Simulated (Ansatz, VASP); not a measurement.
# One calculation of P, two programs

```xyz
2
Lattice="-1.7169 2.5529 1.9147 1.7169 -2.5529 1.9147 1.7169 2.5529 -1.9147" Properties=species:S:1:pos:R:3 pbc="T T T"
P     0.0000    3.8293    0.2041
P     1.7169   -1.2764    1.7106
```

Change from the starting cell: strain +0.015 along x and y, +0.030 along z, atoms carried along.

Alike in both runs: task single point; functional PBEsol; k mesh 18 × 18 × 18; occupations gaussian, width 0.15 eV; no spin polarisation.

|  | VASP | Ansatz |
| --- | --- | --- |
| version | VASP 6.6.1 | Ansatz 0.2.0 |
| potentials or method | VASP PAW PBE potentials, release 64 (P), cutoff 520 eV | scalar-relativistic, plane waves, PAW |
| valence electrons in the cell | 10 | 10 |

|  | VASP | Ansatz | Ansatz less VASP |
| --- | --- | --- | --- |
| gap on the k mesh at the Fermi level (eV) | none | none | - |
| pressure (GPa) | -5.9 | -5.9 | -0.02 |
| traceless stress, the component that is largest in VASP (GPa) | 0.85 | 0.73 | -0.117 |
| rms of the force components (eV/Å) | 0.070 | 0.051 | -0.0188 |

VASP's potentials were made for PBE, not for PBEsol. Atom by atom the forces differ by 0.019 eV/Å (rms over components). A gap of «none» marks a metal or a gap that the smearing closes.
